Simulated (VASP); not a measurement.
A run of VASP 6.6.1 is set up as follows.

The input POSCAR:

```
GaN
1.0
    0.0000000000      2.0058305430      2.1085152350
    2.0058305430      0.0000000000      2.1085152350
    2.0058305430      2.0058305430      0.0000000000
Ga N
1 1
Direct
    0.0000000000      0.0000000000      0.0000000000
    0.5000000000      0.5000000000      0.5000000000
```

Contents of INCAR.step1:

```
PREC     = Accurate       # precision mode
ENCUT    = 520            # plane-wave cutoff, eV
ISMEAR   = 0              # smearing method
SIGMA    = 0.01           # smearing width, eV
LREAL    = F              # projectors in reciprocal space
LASPH    = T              # aspherical terms in the spheres
NELM     = 80             # most SCF steps
NBANDS   = 16             # bands
GGA      = PE             # functional
ALGO     = Normal         # electronic algorithm
EDIFF    = 1E-4           # SCF threshold, eV
LWAVE    = T              # write WAVECAR
LCHARG   = F              # write CHGCAR
```

File INCAR.step2:

```
PREC     = Accurate       # precision mode
ENCUT    = 520            # plane-wave cutoff, eV
EDIFF    = 1E-6           # SCF threshold, eV
ISMEAR   = 0              # smearing method
SIGMA    = 0.01           # smearing width, eV
LREAL    = F              # projectors in reciprocal space
LASPH    = T              # aspherical terms in the spheres
NELM     = 80             # most SCF steps
ALGO     = Normal         # electronic algorithm
ISIF     = 2              # what is computed and relaxed
LWAVE    = F              # write WAVECAR
LCHARG   = T              # write CHGCAR
METAGGA  = R2SCAN         # meta-GGA
LMIXTAU  = T            
LELF     = T              # ELF
LVHAR    = T            
NBANDS   = 16             # bands
ISTART   = 1
```

Contents of KPOINTS:

```
Automatic mesh
0
Gamma
  10 10 10
```

Potentials or basis: VASP PAW PBE potentials, release 64 (Ga_d, N).

Run with:

```bash
$ cat potpaw_PBE.64/Ga_d/POTCAR potpaw_PBE.64/N/POTCAR > POTCAR
$ cp INCAR.step1 INCAR
$ mpirun -np 1 vasp_std > vasp.out
$ cp INCAR.step2 INCAR
$ mpirun -np 1 vasp_std > vasp.out
```

(1) Predict the pressure.

(2) What does it give for the band gap on the k mesh?

Results:

(1) 33.7 GPa.

(2) 1.57 eV, indirect (least direct gap 4.56 eV).

Caveat: the cell differs from its parent crystal (biaxial xy strain -4.9%); the PAW data sets were made with another functional, which shifts forces and pressure a little.
